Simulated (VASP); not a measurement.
# W (Fm-3m) in VASP: single point with PBE

Aim: the single point of W with PBE.

All numbers are computed with VASP 6.6.1; they aren't measurements. Logs are shortened: lines on timing, memory, paths and dates and some standing lists are left out, and cuts for length are marked.

## (1) The cell of the first run

It takes space group Fm-3m (No. 225, cubic). Conventional cell: a = 4.037 Å, b = 4.037 Å, c = 4.037 Å, α = 90.00°, β = 90.00°, γ = 90.00°. W (site symmetry m-3m) has 12 W at 2.85 Å within 3.8 Å.

This isn't the form of W at room conditions, which is bcc.

## (2) Single point, PBE

Input file INCAR:

```
ALGO = Fast ; EDIFF = 1E-7
ENCUT = 520 ; GGA = PE
ISIF = 2 ; ISMEAR = 0
LASPH = True ; LCHARG = True
LELF = True ; LREAL = False
LVHAR = True ; LWAVE = False
NBANDS = 51 ; NELM = 60
PREC = Accurate ; SIGMA = 0.15
```

Input file KPOINTS:

```
k-points
0
Gamma
  17 17 3
```

Input file POSCAR:

```
W
1.0
    2.0185928054     -2.0185928054      0.0000000000
    2.0185928054      0.0000000000     -2.0185928054
    8.0743712215      8.0743712215      8.0743712215
W
6
Direct
    0.6666666667      0.6666666667      0.1666666667
    0.0000000000      0.0000000000      0.0000000000
    0.3333333333      0.3333333333      0.3333333333
    0.6666666667      0.6666666667      0.6666666667
    0.0000000000      0.0000000000      0.5000000000
    0.3333333333      0.3333333333      0.8333333333
```

Potentials or basis: VASP PAW PBE potentials, release 64 (W_sv).

Started as:

```bash
cat potpaw_PBE.64/W_sv/POTCAR > POTCAR
mpirun -np 1 vasp_std > vasp.out
```

OUTCAR:

```text
EDIFF = 1E-7
   ENCUT = 520
   GGA = PE
   ISIF = 2
   ISMEAR = 0
   LASPH = True
   LREAL = False
   NELM = 60
   PREC = Accurate

 ion  position               nearest neighbor table
   1  0.667  0.667  0.167-   3 2.85   3 2.85   3 2.85   2 2.85   2 2.85   2 2.85
   2  0.000  0.000  0.000-   1 2.85   6 2.85   1 2.85   1 2.85   6 2.85   6 2.85
   3  0.333  0.333  0.333-   1 2.85   1 2.85   1 2.85   5 2.85   5 2.85   5 2.85
   4  0.667  0.667  0.667-   6 2.85   6 2.85   6 2.85   5 2.85   5 2.85   5 2.85
   5  0.000  0.000  0.500-   3 2.85   4 2.85   4 2.85   4 2.85   3 2.85   3 2.85
   6  0.333  0.333  0.833-   4 2.85   4 2.85   4 2.85   2 2.85   2 2.85   2 2.85

  LATTYP: Found a hexagonal cell.
 ALAT       =     2.8547213223
 C/A-ratio  =     4.8989794855

  Lattice vectors:

 A1 = (  -2.0185928054,   0.0000000000,   2.0185928054)
 A2 = (   2.0185928054,  -2.0185928054,  -0.0000000000)
 A3 = (   8.0743712215,   8.0743712215,   8.0743712215)

Analysis of symmetry for initial positions (statically):
=====================================================================
 Subroutine PRICEL returns following result:

  LATTYP: Found a face centered cubic cell.
 ALAT       =     4.0371856114

  Lattice vectors:

 A1 = (  -2.0185928058,  -2.0185928056,  -0.0000000002)
 A2 = (  -0.0000000012,  -2.0185928060,   2.0185928048)
 A3 = (  -2.0185928054,   0.0000000000,   2.0185928054)

   6 primitive cells build up your supercell.

 Routine SETGRP: Setting up the symmetry group for a
 hexagonal supercell.

 Subroutine GETGRP returns: Found 12 space group operations
 (whereof 12 operations were pure point group operations)
 out of a pool of 24 trial point group operations.

The static configuration has the point symmetry D_3d.

Analysis of symmetry for dynamics (positions and initial velocities):
=====================================================================
 Subroutine PRICEL returns following result:

  LATTYP: Found a face centered cubic cell.
 ALAT       =     4.0371856114

  Lattice vectors:

 A1 = (  -2.0185928058,  -2.0185928056,  -0.0000000002)
 A2 = (  -0.0000000012,  -2.0185928060,   2.0185928048)
 A3 = (  -2.0185928054,   0.0000000000,   2.0185928054)

   6 primitive cells build up your supercell.

 Routine SETGRP: Setting up the symmetry group for a
 hexagonal supercell.

 Subroutine GETGRP returns: Found 12 space group operations
 (whereof 12 operations were pure point group operations)
 out of a pool of 24 trial point group operations.

The dynamic configuration has the point symmetry D_3d.

 Subroutine INISYM returns: Found 12 space group operations
 (whereof 12 operations are pure point group operations),
 and found     6 'primitive' translations

----------------------------------------------------------------------------------------

                                     Primitive cell

  volume of cell :      16.4504

  direct lattice vectors                    reciprocal lattice vectors
    -2.018592806 -2.018592806 -0.000000000    -0.247697306 -0.247697306 -0.247697306
    -0.000000001 -2.018592806  2.018592805     0.247697306 -0.247697306  0.247697306
    -2.018592805  0.000000000  2.018592805    -0.247697306  0.247697306  0.247697306

  length of vectors
     2.854721323  2.854721322  2.854721322     0.429024319  0.429024319  0.429024319

  position of ions in fractional coordinates (direct lattice)
     0.999999999  0.000000000  0.000000000

  ion indices of the primitive-cell ions
   primitive index   ion index
                 1           1

----------------------------------------------------------------------------------------

 KPOINTS: k-points

Automatic generation of k-mesh.
 Grid dimensions read from file:
 generate k-points for:   17   17    3

 Generating k-lattice:

  Cartesian coordinates                     Fractional coordinates (reciprocal lattice)
     0.009713620 -0.019427240  0.009713620     0.058823529  0.000000000  0.000000000
     0.009713620  0.009713620 -0.019427240     0.000000000  0.058823529  0.000000000
     0.013760961  0.013760961  0.013760961     0.000000000  0.000000000  0.333333333

  Length of vectors
     0.023793412  0.023793412  0.023834684

  Shift w.r.t. Gamma in fractional coordinates (k-lattice)
     0.000000000  0.000000000  0.000000000

 Subroutine IBZKPT returns following result:
 ===========================================

 Found     90 irreducible k-points:

 Following reciprocal coordinates:
            Coordinates               Weight
  0.000000  0.000000  0.000000      1.000000
  0.058824  0.000000  0.000000      6.000000
  0.117647  0.000000  0.000000      6.000000
  0.176471  0.000000  0.000000      6.000000
  0.235294  0.000000  0.000000      6.000000
  0.294118  0.000000  0.000000      6.000000
[... 16 lines left out ...]
 -0.470588  0.117647  0.000000     12.000000
  0.352941  0.176471 -0.000000      6.000000
 [... further k-points ...]
   k-points           NKPTS =     90   k-points in BZ     NKDIM =     90   number of bands    NBANDS=     51
   number of dos      NEDOS =    301   number of ions     NIONS =      6
   total plane-waves  NPLWV =  62208
   dimension x,y,z NGX =    24 NGY =   24 NGZ =  108
   dimension x,y,z NGXF=    48 NGYF=   48 NGZF=  216
   ions per type =               6
   NGX,Y,Z   is equivalent  to a cutoff of  13.98, 13.98, 12.84 a.u.
   NGXF,Y,Z  is equivalent  to a cutoff of  27.95, 27.95, 25.68 a.u.
 SYSTEM =  unknown system
   PREC   = accura    normal or accurate (medium, high low for compatibility)
   ISTART =      0    job   : 0-new  1-cont  2-samecut
   ICHARG =      2    charge: 1-file 2-atom 10-const
   ISPIN  =      1    spin polarized calculation?
   LNONCOLLINEAR =      F non collinear calculations
   LSORBIT =      F    spin-orbit coupling
   LASPH  =      T    aspherical Exc in radial PAW
   ENCUT  =  520.0 eV  38.22 Ry    6.18 a.u.   5.31  5.31 26.00*2*pi/ulx,y,z
   NELM   =     60;   NELMIN=  2; NELMDL= -5     # of ELM steps
   EDIFF  = 0.1E-06   stopping-criterion for ELM
   LREAL  =      F    real-space projection
   EDIFFG = 0.1E-05   stopping-criterion for IOM
   NSW    =      0    number of steps for IOM
   IBRION =     -1    ionic relax: 0-MD 1-quasi-New 2-CG
   NFREE  =      0    steps in history (QN), initial steepest desc. (CG)
   ISIF   =      2    stress and relaxation
   ISYM   =      2    0-nonsym 1-usesym 2-fastsym
   POTIM  = 0.5000    time-step for ionic-motion
   TEBEG  =    0.0;   TEEND  =   0.0 temperature during run
   PSTRESS=    0.0 pullay stress
   NELECT =      84.0000    total number of electrons
   NUPDOWN=      -1.0000    fix difference up-down
   EMIN   =  10.00;   EMAX   =-10.00  energy-range for DOS
   EFERMI =   0.00;   METHOD = LEGACY
   ISMEAR =     0;   SIGMA  =   0.15  broadening in eV -4-tet -1-fermi 0-gaus
   EFERMI_NEDOS =   21; number of points for ismear=-14 and -15
   IALGO  =     68    algorithm
   IMIX   =      4    mixing-type and parameters
     AMIX     =   0.40;   BMIX     =  1.00
     AMIX_MAG =   1.60;   BMIX_MAG =  1.00
  volume/ion in A,a.u.               =      16.45       111.01
  Fermi-wavevector in a.u.,A,eV,Ry     =   1.551406  2.931732 32.747325  2.406860
  Thomas-Fermi vector in A             =   2.655930
   LORBIT       =      0    0 simple, 1 ext, 2 COOP (PROOUT), +10 PAW based schemes
   GGA     = PE    functional components
   LHFCALC =     F    Hartree Fock is set to
   AEXX    =    0.0000 exact exchange contribution
   IVDW    =     0    specifies the selected vdW correction
   LEPSILON=     F    determine dielectric tensor
   LRPA    =     F    only Hartree local field effects (RPA)
 non-spin polarized calculation
 RMM-DIIS sequential band-by-band and
 Gauss-broadening in eV      SIGMA  =   0.15
  energy-cutoff  :      520.00
  volume of cell :       98.70
 maximum number of plane-waves:      2705
 NGX is ok and might be reduce to    24
   NGX = 11   NGY = 11   NGZ = 53

 number of electron      84.0000013 magnetization

 Free energy of the ion-electron system (eV)
  ---------------------------------------------------
  ext. energy  EPLUGINS =         0.00000000
  ---------------------------------------------------
  free energy    TOTEN  =       -74.86556675 eV

  energy without entropy =      -74.77632452  energy(sigma->0) =      -74.82094563

 E-fermi :  10.4569     XC(G=0): -13.4222

 val. band max:       10.4561815511   @ k =  -0.4118   0.1765   0.0000
 cond. band min:      10.4581500425   @ k =   0.3529   0.0588   0.0000
 fundamental gap:      0.0019684914
 Fermi energy:        10.4568741554

 k-point     1 :       0.0000    0.0000    0.0000
  band No.  band energies     occupation
      1     -63.2212      2.00000
      2     -63.1951      2.00000
      3     -63.1951      2.00000
      4     -63.1426      2.00000
      5     -63.1426      2.00000
      6     -63.1161      2.00000
[... 43 lines left out ...]
     50      12.7528      0.00000
     51      12.7662      0.00000

 k-point     2 :       0.0588    0.0000    0.0000
  band No.  band energies     occupation
      1     -63.2181      2.00000
      2     -63.1924      2.00000
      3     -63.1923      2.00000
      4     -63.1406      2.00000
      5     -63.1406      2.00000
      6     -63.1146      2.00000
[... 43 lines left out ...]
     50      12.3222      0.00000
     51      12.9499      0.00000

 k-point     3 :       0.1176    0.0000    0.0000
  band No.  band energies     occupation
      1     -63.2090      2.00000
      2     -63.1847      2.00000
      3     -63.1843      2.00000
      4     -63.1352      2.00000
      5     -63.1348      2.00000
      6     -63.1102      2.00000
[... 43 lines left out ...]
     50      11.9601      0.00000
     51      12.6135      0.00000
[... 1027 lines left out ...]
 k-point    23 :      -0.4706    0.1176    0.0000
  band No.  band energies     occupation
      1     -63.1122      2.00000
      2     -63.1083      2.00000
      3     -63.1011      2.00000
      4     -63.0933      2.00000
      5     -63.0861      2.00000
      6     -63.0822      2.00000
[... 43 lines left out ...]
     50      14.9453      0.00000
     51      15.1356      0.00000

 k-point    24 :       0.3529    0.1765   -0.0000
  band No.  band energies     occupation
      1     -63.1545      2.00000
      2     -63.1381      2.00000
      3     -63.1381      2.00000
      4     -63.1049      2.00000
      5     -63.1049      2.00000
      6     -63.0883      2.00000
[... 43 lines left out ...]
     50      13.4486      0.00000
     51      13.4537      0.00000

 [... further k-points ...]

------------------------ aborting loop because EDIFF is reached ----------------------------------------

  FORCE on cell =-STRESS in cart. coord.  units (eV):
  Direction    XX          YY          ZZ          XY          YZ          ZX
  --------------------------------------------------------------------------------------
  -------------------------------------------------------------------------------------
  Total        0.3263717      0.3263717      0.3263717      0.0089538      0.0089538      0.0089538
  in kB        5.2978018      5.2978018      5.2978018      0.1453412      0.1453412      0.1453412
  external PRESSURE =       5.2978018 kB  Pullay stress =       0.0000000 kB

 VOLUME and BASIS-vectors are now :
 -----------------------------------------------------------------------------
  energy-cutoff  :      520.00
  volume of cell :       98.70
      direct lattice vectors                 reciprocal lattice vectors
     2.018592805 -2.018592805  0.000000000     0.165131537 -0.330263075  0.165131537
     2.018592805  0.000000000 -2.018592805     0.165131537  0.165131537 -0.330263075
     8.074371221  8.074371221  8.074371221     0.041282884  0.041282884  0.041282884

 POSITION                                       TOTAL-FORCE (eV/Angst)
 -----------------------------------------------------------------------------------
      4.03719      0.00000      0.00000         0.000000     -0.000000     -0.000000
      0.00000      0.00000      0.00000         0.000000      0.000000      0.000000
      4.03719      2.01859      2.01859        -0.000000      0.000000      0.000000
      8.07437      4.03719      4.03719         0.000000     -0.000000     -0.000000
      4.03719      4.03719      4.03719         0.000000     -0.000000     -0.000000
      8.07437      6.05578      6.05578        -0.000000      0.000000      0.000000
 -----------------------------------------------------------------------------------
    total drift:                               -0.000000      0.000000      0.000000

  FREE ENERGIE OF THE ION-ELECTRON SYSTEM (eV)
  ---------------------------------------------------
  free  energy   TOTEN  =       -74.8655667494 eV

  energy  without entropy=      -74.7763245195  energy(sigma->0) =      -74.82094563
```

Run time: 15 min. Hardware: 1 thread of Intel Xeon Platinum 8375C at 2.90GHz (Ice Lake), shared host; peak memory 0.45 GiB.

What came out:

- Free energy: -74.8656 eV
- Pressure: 0.5 GPa
- Band gap on the k mesh: zero (bands 42 and 43 overlap by 0.81 eV)

Caveat: spin-orbit coupling is left out, which moves the levels of the heavy elements.
